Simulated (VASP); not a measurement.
Crystal: MgCd2TeSe2.

```
Mg Cd Te Se
1.0
     4.58693    0.00000    0.00000
    -2.29346    3.97240    0.00000
     0.00000    0.00000    7.62060
Mg Cd Te Se
1 2 1 2
Cartesian
  0.0000 0.0000 3.8103
  2.2935 1.3241 5.0242
  0.0000 2.6483 2.5964
  0.0000 0.0000 0.0000
  2.2935 1.3241 2.0374
  0.0000 2.6483 5.5832
```

```yaml
Program: VASP 6.6.1
Task: relaxation of cell and atoms
Functional: PBE
Potentials_or_basis: VASP PAW PBE potentials, release 64 (Mg, Cd, Te, Se)
Cutoff: 600 eV
k_mesh: 6 × 6 × 2
Occupations: gaussian, width 0.1 eV
Spin: no spin polarisation
```

At the start: pressure 6.6 GPa; volume 23.14 Å³/atom.

How do energy, volume and symmetry change on relaxing?

Over 77 steps the energy falls by 439.2 meV/atom and the volume is 24.24 Å³/atom (+4.8 %); space group P6/mmm (No. 191, to 0.05 Å).

Step by step:
```
step  energy change (eV)  largest force (eV/Å)  pressure (GPa)  volume (Å³)
   1              0.0000                0.7532            6.62       138.86
   3             -0.3717                0.5470           -0.51       155.61
   5             -0.5584                0.4752           -0.41       152.34
   7             -1.0630                0.3892            4.75       133.62
   9             -0.2150                2.5066            8.79       133.08
  11              0.1386                3.4370           11.48       130.93
  13              0.4960                4.1858           17.54       124.21
  15              0.4825                4.1219           17.66       124.07
  17              0.4576                3.8467           18.28       123.51
  19              0.3842                3.7282           17.80       123.85
  21              0.0795                3.2325           15.78       125.39
  23             -0.7848                1.7466            9.11       131.67
  25             -1.3574                0.4450            1.23       144.04
  27             -1.3645                0.5692            0.28       146.26
  29             -1.3866                0.5238            0.07       147.15
  31             -1.4534                0.3172           -0.77       151.13
  33             -1.4713                0.3452           -1.34       154.67
  35             -1.5173                0.3249            0.61       149.46
  37             -1.5828                0.1477            0.73       147.27
  39             -1.6322                0.3696           -0.18       147.09
  41             -1.6678                0.2762           -0.69       148.17
  43             -1.7442                0.3692            0.18       145.81
  45             -1.9264                0.4251            6.72       130.94
  47             -1.9368                0.4175            5.66       132.63
  49             -1.9463                0.4139            5.79       132.39
  51             -1.9752                0.4166            6.60       131.30
  53             -1.9801                0.4167            7.05       130.78
  55             -2.0656                0.3731            6.24       132.27
  57             -2.3032                0.1928            3.15       139.07
  59             -2.3346                0.2997            1.73       143.14
  61             -2.4102                0.1933            0.49       145.47
  63             -2.4626                0.3627           -0.55       147.82
  65             -2.4873                0.3788            0.04       145.90
  67             -2.5096                0.3476            0.16       144.88
  69             -2.5508                0.3384            0.19       145.98
  71             -2.5970                0.2302           -0.63       147.88
  73             -2.6109                0.1046           -1.32       149.68
  75             -2.6347                0.0476           -0.05       145.63
  77             -2.6349                0.0315            0.01       145.47
```

Final structure:
```xyz
6
Lattice="5.4824 0.0000 0.0000 -2.7412 4.7479 0.0000 0.0000 0.0000 5.5884" Properties=species:S:1:pos:R:3 pbc="T T T"
Mg    0.0000    0.0000    2.7942
Cd    2.7412    1.5826    5.5831
Cd    0.0000    3.1653    0.0053
Te    0.0000    0.0000    0.0000
Se    2.7412    1.5826    2.7959
Se    0.0000    3.1653    2.7926
```

Caveat: the k points lie up to 0.56 Å⁻¹ apart in the final cell.
